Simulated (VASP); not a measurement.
Set up this calculation in VASP 6.6.1, as the native input.

- Task: single point
- Functional: PBE
- Potentials or basis: VASP PAW PBE potentials, release 64 (Cd, S)
- Cutoff: 520 eV
- k mesh: 6 × 6 × 4
- Occupations: gaussian, width 0.02 eV
- Spin: no spin polarisation
- Dipole correction: no
- Further INCAR settings: ALGO = Normal; EDIFF = 1e-06; NBANDS = 26

The structure of CdS lies in POSCAR:

```
CdS
1.0
    4.1973182341      0.0000000000      0.0000000000
   -2.0986591171      3.6349842185      0.0000000000
    0.0000000000      0.0000000000      6.8307330526
Cd S
2 2
Direct
    0.6666666667      0.3333333333      0.5002556888
    0.3333333333      0.6666666667      0.0002556888
    0.6666666667      0.3333333333      0.8767443112
    0.3333333333      0.6666666667      0.3767443112
```

One way to write it, as run:

INCAR

```
  PREC = Accurate
  ENCUT = 520
  EDIFF = 1E-6
  ISMEAR = 0
  SIGMA = 0.02
  LREAL = F
  LASPH = T
  NELM = 100
  ALGO = Normal
  ISIF = 2
  LWAVE = F
  LCHARG = F
  GGA = PE
  NBANDS = 26
```

KPOINTS

```
Automatic mesh
0
Gamma
  6 6 4
```

Potentials or basis: VASP PAW PBE potentials, release 64 (Cd, S).

Run with:

```console
$ cat potpaw_PBE.64/Cd/POTCAR potpaw_PBE.64/S/POTCAR > POTCAR
$ mpirun -np 1 vasp_std > vasp.out
```

It gave:

```yaml
Pressure: 0.3 GPa
Band_gap_on_the_k_mesh: 1.11 eV
```

Wall time 45 s on 1 thread of Intel(R) Xeon(R) Platinum 8488C (Sapphire Rapids), on a shared host, peak memory 0.24 GiB.
